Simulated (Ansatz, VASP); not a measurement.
Zr: VASP beside Ansatz

File POSCAR:

```
Zr
1.0
    3.2380564923      0.0000000000      0.0000000000
   -1.6190282461      2.8042391812      0.0000000000
    0.0000000000      0.0000000000      5.1596551101
Zr
2
Direct
    0.3333333333      0.6666666667      0.2500000000
    0.6666666667      0.3333333333      0.7500000000
```

Contents of INCAR.step1:

```
PREC = Accurate
ENCUT = 600
ISMEAR = 0
SIGMA = 0.1
LREAL = F
LASPH = T
NELM = 60
GGA = PE
ALGO = Normal
EDIFF = 1E-4
LWAVE = T
LCHARG = F
```

The input INCAR.step2:

```
PREC = Accurate
ENCUT = 600
EDIFF = 1E-7
ISMEAR = 0
SIGMA = 0.1
LREAL = F
LASPH = T
NELM = 60
ALGO = Normal
ISIF = 3
LWAVE = F
LCHARG = F
METAGGA = R2SCAN
LMIXTAU = T
IBRION = 2
NSW = 80
EDIFFG = -0.01
ISTART = 1
```

The input KPOINTS:

```
regular mesh
0
Gamma
  18 18 8
```

Input for Ansatz:

```yaml
crystal:
  lattice:
    - [3.2380564923, 0.0, 0.0]
    - [-1.6190282461, 2.8042391812, 0.0]
    - [0.0, 0.0, 5.1596551101]
  atoms:
    - { symbol: Zr, position: [0.3333333333, 0.6666666667, 0.25] }
    - { symbol: Zr, position: [0.6666666667, 0.3333333333, 0.75] }
basis:
  ecutwfc: 500
kpoints:
  mp_grid: { grid: [18, 18, 8] }
hamiltonian:
  xc: r2scan
scf:
  occupations: { method: gaussian, width: 0.1 }
output:
  forces: true
  stress: true
  eigenvalues: true
relax:
  adjacent_minimum: "off"
  f_tol: 0.01
  max_steps: 60
  cell: { stress_tol: 0.1 }
```

Alike in both runs: task relaxation of cell and atoms; functional r2SCAN; k mesh 18 × 18 × 8; occupations gaussian, width 0.1 eV; no spin polarisation.

|  | VASP | Ansatz |
| --- | --- | --- |
| version | VASP 6.6.1 | Ansatz 0.2.0 |
| potentials or method | VASP PAW PBE potentials, release 64 (Zr_sv), cutoff 600 eV | scalar-relativistic, plane waves, PAW |
| valence electrons in the cell | 24 | 24 |

```tsv
	VASP	Ansatz	Ansatz less VASP
gap on the k mesh at the Fermi level, each at its own relaxed structure (eV)	none	none	-
relaxed volume (Å³/atom)	23.50	23.51	+0.002
relaxed length of the cell vector where the two differ most in proportion (Å)	5.149	5.150	+0.0010
```

VASP's potentials were made for PBE, not for r2SCAN. A gap of «none» marks a metal or a gap that the smearing closes.
